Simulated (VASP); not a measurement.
NiCl4, 5 atoms in the cell. The structure is orthorhombic, space group Cmmm (No. 65). The conventional cell has a = 7.937 Å, b = 8.334 Å, c = 3.563 Å, α = 90.00°, β = 90.00°, γ = 90.00°. Within 3.3 Å of Cl (site symmetry m2m) lie 2 Ni at 2.38 Å and 5 Cl at 3.16 to 3.28 Å. Cl (site symmetry 2mm) has 1 Ni at 2.26 Å within 3.0 Å. Ni (site symmetry mmm) has 6 Cl at 2.26 to 2.38 Å within 3.0 Å. 

| Property | Result |
| --- | --- |
| Program | VASP 6.6.1 |
| Task | single point |
| Functional | PBE |
| Potentials or basis | VASP PAW PBE potentials, release 64 (Cl, Ni) |
| Cutoff | 520 eV |
| k mesh | 3 × 3 × 5 |
| Occupations | fermi-dirac, width 0.1 eV |
| Spin | no spin polarisation |
| Dipole correction | no |
| Further INCAR settings | ALGO = Normal; EDIFF = 1e-06; NBANDS = 27 |

Potentials or basis: VASP PAW PBE potentials, release 64 (Cl, Ni).

Launch:

```bash
$ cat potpaw_PBE.64/Cl/POTCAR potpaw_PBE.64/Ni/POTCAR > POTCAR
$ mpirun -np 1 vasp_std > vasp.out
```

Hardware: 1 thread of Intel Xeon 8259CL, with other jobs on the host.

Question: Estimate the wall time of this run.

Answer: Run time: 100 s on 1 thread of Intel Xeon 8259CL, on a shared host, peak memory 0.24 GiB. Counts: scf iterations 22, k points 12.
